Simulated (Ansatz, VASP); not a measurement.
## GaSb4: VASP beside Ansatz

```xyz
5
Lattice="4.4861 0.0000 0.0000 0.0000 4.4861 0.0000 0.0000 0.0000 7.3443" Properties=species:S:1:pos:R:3 pbc="T T T"
Ga    2.2431    2.2431    0.0000
Sb    0.0000    2.2431    5.1739
Sb    2.2431    0.0000    5.1739
Sb    0.0000    2.2431    2.1705
Sb    2.2431    0.0000    2.1705
```

Alike in both runs: functional PBE; k mesh 4 × 4 × 4; occupations gaussian, width 0.1 eV; no spin polarisation.

Ansatz relaxed the structure, and its values are those at the end. VASP's run is a single point on that final structure, the one shown.

|  | VASP | Ansatz |
| --- | --- | --- |
| version | VASP 6.6.1 | Ansatz 0.2.0 |
| potentials or method | VASP PAW PBE potentials, release 64 (Ga_d, Sb), cutoff 520 eV | scalar-relativistic, plane waves, PAW |
| valence electrons in the cell | 33 | 73 |

|  | VASP | Ansatz | Ansatz less VASP |
| --- | --- | --- | --- |
| gap on the k mesh at the Fermi level (eV) | none | none | - |
| pressure (GPa) | 0.1 | 0.1 | +0.01 |
| rms of the force components (eV/Å) | 0.002 | 0.003 | +0.0013 |

A gap of «none» marks a metal or a gap that the smearing closes. VASP's potentials hold 33 valence electrons a cell and Ansatz's 73, so a difference there can come from the potentials and not from the codes.

Neither program's run includes spin-orbit coupling.
